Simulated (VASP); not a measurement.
Set up this calculation in VASP 6.6.1, as the native input.

```
Task                   : single point
Functional             : r2SCAN
Potentials or basis    : VASP PAW PBE potentials, release 64 (C)
Cutoff                 : 520 eV
k mesh                 : 9 × 9 × 6
Occupations            : fermi-dirac, width 0.05 eV
Spin                   : no spin polarisation
Dipole correction      : no
Further INCAR settings : ALGO = Normal; EDIFF = 1e-06; NBANDS = 11
```

C:

```
C
1.0
     2.12732   -1.22828    0.00000
     2.12732    1.22828    0.00000
    -1.37907    0.00000    3.50283
C
2
Direct
  0.82389 0.84084 0.00408
  0.16426 0.16341 0.99481
```

One way to write it, as run:

POSCAR

```
C
1.0
    2.1273200000     -1.2282800000      0.0000000000
    2.1273200000      1.2282800000      0.0000000000
   -1.3790700000      0.0000000000      3.5028300000
C
2
Direct
    0.8238905546      0.8408405546      1.0040777352
    0.1642600000      0.1634100000      0.9948100000
```

INCAR.step1

```
PREC     = Accurate       # precision mode
ENCUT    = 520            # plane-wave cutoff, eV
ISMEAR   = -1             # smearing method
SIGMA    = 0.05           # smearing width, eV
LREAL    = F              # projectors in reciprocal space
LASPH    = T              # aspherical terms in the spheres
NELM     = 100            # most SCF steps
NBANDS   = 11             # bands
GGA      = PE             # functional
ALGO     = Normal         # electronic algorithm
EDIFF    = 1E-4           # SCF threshold, eV
LWAVE    = T              # write WAVECAR
LCHARG   = F              # write CHGCAR
```

INCAR.step2

```
PREC     = Accurate       # precision mode
ENCUT    = 520            # plane-wave cutoff, eV
EDIFF    = 1E-6           # SCF threshold, eV
ISMEAR   = -1             # smearing method
SIGMA    = 0.05           # smearing width, eV
LREAL    = F              # projectors in reciprocal space
LASPH    = T              # aspherical terms in the spheres
NELM     = 100            # most SCF steps
ALGO     = Normal         # electronic algorithm
ISIF     = 2              # what is computed and relaxed
LWAVE    = F              # write WAVECAR
LCHARG   = F              # write CHGCAR
METAGGA  = R2SCAN         # meta-GGA
LMIXTAU  = T            
NBANDS   = 11             # bands
ISTART   = 1
```

KPOINTS

```
Automatic mesh
0
Gamma
  9 9 6
```

Potentials or basis: VASP PAW PBE potentials, release 64 (C).

Command:

```sh
$ cat potpaw_PBE.64/C/POTCAR > POTCAR
$ cp INCAR.step1 INCAR
$ mpirun -np 1 vasp_std > vasp.out
$ cp INCAR.step2 INCAR
$ mpirun -np 1 vasp_std > vasp.out
```

Results of the run:

* Pressure: 0.7 GPa
* Largest force: 1.336 eV/Å
* Band gap on the k mesh: 0.28 eV, direct

Caveat: the PAW data sets were made with another functional, which shifts forces and pressure a little.

Run time: 97 s on 1 thread of AMD EPYC 9R45 (Zen 5), with other jobs on the host, peak memory 0.12 GiB.
